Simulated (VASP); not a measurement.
Set up this calculation in VASP 6.6.1, as the native input.

| Quantity | Value |
| --- | --- |
| Task | single point |
| Functional | PBE |
| Dispersion | D3(BJ) |
| Potentials or basis | VASP PAW PBE potentials, release 64 (Cu, O) |
| Cutoff | 520 eV |
| k mesh | 10 × 10 × 5 |
| Occupations | fermi-dirac, width 0.05 eV |
| Spin | no spin polarisation |
| Dipole correction | no |
| Further INCAR settings | ALGO = Normal; EDIFF = 1e-07; NBANDS = 25 |

The structure of CuO lies in POSCAR:

```
CuO
1.0
    2.0589314849     -2.0527029181      0.1604159381
    2.0589314849      2.0527029181      0.1604159381
   -0.4008733985      0.0000000000      5.1258110265
Cu O
2 2
Direct
    0.5000000000      0.0000000000      0.5000000000
    0.0000000000      0.5000000000      0.0000000000
    0.4999438691      0.5000561309      0.7500000000
    0.5000561309      0.4999438691      0.2500000000
```

The input as run:

INCAR

```
PREC = Accurate ; ENCUT = 520
EDIFF = 1E-7 ; ISMEAR = -1
SIGMA = 0.05 ; LREAL = False
LASPH = True ; NELM = 80
ALGO = Normal ; ISIF = 2
LWAVE = False ; LCHARG = False
GGA = PE ; IVDW = 12
NBANDS = 25
```

KPOINTS

```
Automatic mesh
0
Gamma
  10 10 5
```

Potentials or basis: VASP PAW PBE potentials, release 64 (Cu, O).

The run is started by

```console
$ cat potpaw_PBE.64/Cu/POTCAR potpaw_PBE.64/O/POTCAR > POTCAR
$ mpirun -np 1 vasp_std > vasp.out
```

It gave:

| Property | Result |
| --- | --- |
| Pressure | 0.7 GPa |
| Band gap on the k mesh | zero (bands 17 and 18 overlap by 0.93 eV) |
| Dispersion energy per atom | -0.263 eV |

Caveat: semilocal functionals often make such compounds metallic where correlation or magnetic order opens a gap, which also shifts bond lengths.

Wall time 55 s on 1 thread of Intel(R) Xeon(R) 6975P-C (Granite Rapids) (shared host), peak memory 0.27 GiB.
